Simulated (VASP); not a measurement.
Input of a VASP 6.6.1 run:

File POSCAR:

```
BN
1.0
    2.5009753125      0.0000000000      0.0000000000
   -1.2504876563      2.1659081548     -0.0324886223
    0.0000000000     -0.1031124250      6.8741616654
B N
2 2
Direct
    0.3333333333      0.6666666667      0.2500000000
    0.6666666667      0.3333333333      0.7500000000
    0.3333333333      0.6666666667      0.7500000000
    0.6666666667      0.3333333333      0.2500000000
```

INCAR.step1

```
  PREC = Accurate
  ENCUT = 520
  ISMEAR = 0
  SIGMA = 0.05
  LREAL = F
  LASPH = T
  NELM = 60
  NBANDS = 16
  GGA = PE
  ALGO = Normal
  EDIFF = 1E-4
  LWAVE = T
  LCHARG = F
```

The input INCAR.step2:

```
  PREC = Accurate
  ENCUT = 520
  EDIFF = 1E-7
  ISMEAR = 0
  SIGMA = 0.05
  LREAL = F
  LASPH = T
  NELM = 60
  ALGO = Normal
  ISIF = 2
  LWAVE = F
  LCHARG = T
  METAGGA = R2SCAN
  LMIXTAU = T
  LELF = T
  LVHAR = T
  NBANDS = 16
  ISTART = 1
```

The input KPOINTS:

```
Automatic mesh
0
Gamma
  12 12 4
```

Potentials or basis: VASP PAW PBE potentials, release 64 (B, N).

Command:

```sh
$ cat potpaw_PBE.64/B/POTCAR potpaw_PBE.64/N/POTCAR > POTCAR
$ cp INCAR.step1 INCAR
$ mpirun -np 1 vasp_std > vasp.out
$ cp INCAR.step2 INCAR
$ mpirun -np 1 vasp_std > vasp.out
```

(1) Predict the pressure.

(2) What does it give for the band gap on the k mesh?

Results:

(1) 0.3 GPa.

(2) 4.89 eV, indirect (least direct gap 5.25 eV).

Caveat: the cell differs from its parent crystal (strain -0.0300 x Voigt [0, 0, 0, 1, 0, 0]); the PAW data sets were made with another functional, which shifts forces and pressure a little.
